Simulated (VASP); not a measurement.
Set up this calculation in VASP 6.6.1, as the native input.

```
Task                   : single point
Functional             : PBEsol
Potentials or basis    : VASP PAW PBE potentials, release 64 (B)
Cutoff                 : 520 eV
k mesh                 : 33 × 33 × 14
Occupations            : gaussian, width 0.15 eV
Spin                   : no spin polarisation
Dipole correction      : no
Further INCAR settings : ALGO = Normal; EDIFF = 1e-06; NBANDS = 8
```

The structure of B lies in POSCAR:

```
B
1.0
    1.7024335758      0.0000000000      0.0000000000
   -0.8512167879      1.4743507249      0.0000000000
    0.0000000000      0.0000000000      3.6990427499
B
1
Direct
    0.0000000000      0.0000000000      0.0000000000
```

This cell differs from its parent crystal: strain +0.0175 x Voigt [0, 0, 1, 0, 0, 0].

One way to write it, as run:

INCAR

```
SYSTEM = B
PREC     = Accurate       ! precision mode
ENCUT    = 520            ! plane-wave cutoff, eV
EDIFF    = 1E-6           ! SCF threshold, eV
ISMEAR   = 0              ! smearing method
SIGMA    = 0.15           ! smearing width, eV
LREAL    = .False.        ! projectors in reciprocal space
LASPH    = .True.         ! aspherical terms in the spheres
NELM     = 100            ! most SCF steps
ALGO     = Normal         ! electronic algorithm
ISIF     = 2              ! what is computed and relaxed
LWAVE    = .False.        ! write WAVECAR
LCHARG   = .False.        ! write CHGCAR
GGA      = PS             ! functional
NBANDS   = 8              ! bands
```

KPOINTS

```
Automatic mesh
0
Gamma
  33 33 14
  0 0 0
```

Potentials or basis: VASP PAW PBE potentials, release 64 (B).

Launch:

```console
$ cat potpaw_PBE.64/B/POTCAR > POTCAR
$ mpirun -np 1 vasp_std > vasp.out
```

It gave:

| Item | Value |
| --- | --- |
| Pressure | 1.6 GPa |

Caveat: the cell differs from its parent crystal (strain +0.0175 x Voigt [0, 0, 1, 0, 0, 0]); the PAW data sets were made with another functional, which shifts forces and pressure a little.

Wall time 76 s on 1 thread of Intel Xeon 8259CL (shared host), peak memory 0.16 GiB.
